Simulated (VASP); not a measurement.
Wanted: the native input for a VASP 6.6.1 run.

```
Task                   : single point
Functional             : r2SCAN
Potentials or basis    : VASP PAW PBE potentials, release 64 (Hf_pv, C)
Cutoff                 : 520 eV
k mesh                 : 8 × 8 × 8
Occupations            : fermi-dirac, width 0.05 eV
Spin                   : no spin polarisation
Dipole correction      : no
Further INCAR settings : ALGO = Normal; EDIFF = 1e-06; NBANDS = 14
```

Crystal: HfC.

```
CELL_PARAMETERS angstrom
0.00000 2.32027 2.32027
2.32027 0.00000 2.32027
2.32027 2.32027 0.00000
ATOMIC_POSITIONS crystal
Hf 0.00000 0.00000 0.00000
C 0.50000 0.50000 0.50000
```

These files were run (other wordings do the same):

POSCAR

```
HfC
1.0
    0.0000000000      2.3202664657      2.3202664657
    2.3202664657      0.0000000000      2.3202664657
    2.3202664657      2.3202664657      0.0000000000
Hf C
1 1
Direct
    0.0000000000      0.0000000000      0.0000000000
    0.5000000000      0.5000000000      0.5000000000
```

INCAR.step1

```
PREC = Accurate ; ENCUT = 520
ISMEAR = -1 ; SIGMA = 0.05
LREAL = F ; LASPH = T
NELM = 60 ; NBANDS = 14
GGA = PE ; ALGO = Normal
EDIFF = 1E-4 ; LWAVE = T
LCHARG = F
```

INCAR.step2

```
PREC = Accurate ; ENCUT = 520
EDIFF = 1E-6 ; ISMEAR = -1
SIGMA = 0.05 ; LREAL = F
LASPH = T ; NELM = 60
ALGO = Normal ; ISIF = 2
LWAVE = F ; LCHARG = T
METAGGA = R2SCAN ; LMIXTAU = T
LELF = T ; LVHAR = T
NBANDS = 14 ; ISTART = 1
```

KPOINTS

```
regular mesh
0
Gamma
  8 8 8
```

Potentials or basis: VASP PAW PBE potentials, release 64 (Hf_pv, C).

Launch:

```console
$ cat potpaw_PBE.64/Hf_pv/POTCAR potpaw_PBE.64/C/POTCAR > POTCAR
$ cp INCAR.step1 INCAR
$ mpirun -np 1 vasp_std > vasp.out
$ cp INCAR.step2 INCAR
$ mpirun -np 1 vasp_std > vasp.out
```

Results of the run:

The pressure is -1.0 GPa and the band gap on the k mesh is zero (band 7 reaches 6.95 eV, above the bottom of band 8 at 5.60 eV).

Caveat: the PAW data sets were made with another functional, which shifts forces and pressure a little; spin-orbit coupling is left out, which moves the levels of the heavy elements.

Wall time 28 s on 1 thread of Intel(R) Xeon(R) 6975P-C (Granite Rapids), with other jobs on the host, peak memory 0.14 GiB.
